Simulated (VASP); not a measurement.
Au, 3 atoms in the cell. It takes space group P6/mmm (No. 191, hexagonal). Conventional cell: a = 4.638 Å, b = 4.638 Å, c = 2.876 Å, α = 90.00°, β = 90.00°, γ = 120.00°. Au (site symmetry 6/mmm) has 14 Au at 2.88 to 3.04 Å within 3.8 Å. Within 3.5 Å of Au (site symmetry -6m2) lie 11 Au at 2.68 to 3.04 Å. This isn't the form of Au at room conditions, which is fcc.

| Item | Value |
| --- | --- |
| Program | VASP 6.6.1 |
| Task | relaxation of cell and atoms |
| Functional | PBE |
| Potentials or basis | VASP PAW PBE potentials, release 64 (Au) |
| Cutoff | 600 eV |
| k mesh | 8 × 8 × 11 |
| Occupations | fermi-dirac, width 0.08 eV |
| Spin | no spin polarisation |
| Target pressure | 0.86 GPa |
| Dipole correction | no |
| Further INCAR settings | ALGO = Normal; EDIFF = 1e-06; IBRION = 2; EDIFFG = -0.005; NSW = 60; ISIF = 3 |

Potentials or basis: VASP PAW PBE potentials, release 64 (Au).

The run is started by

```console
$ cat potpaw_PBE.64/Au/POTCAR > POTCAR
$ mpirun -np 1 vasp_std > vasp.out
```

Hardware: 1 thread of Intel Xeon 8259CL, on a shared host.

**Question.** How long does it take, and how much memory?

**Answer.** Wall time 3.9 min on 1 thread of Intel Xeon 8259CL, on a shared host, peak memory 0.24 GiB. Counts: scf iterations 39, k points 60, ion steps 5.
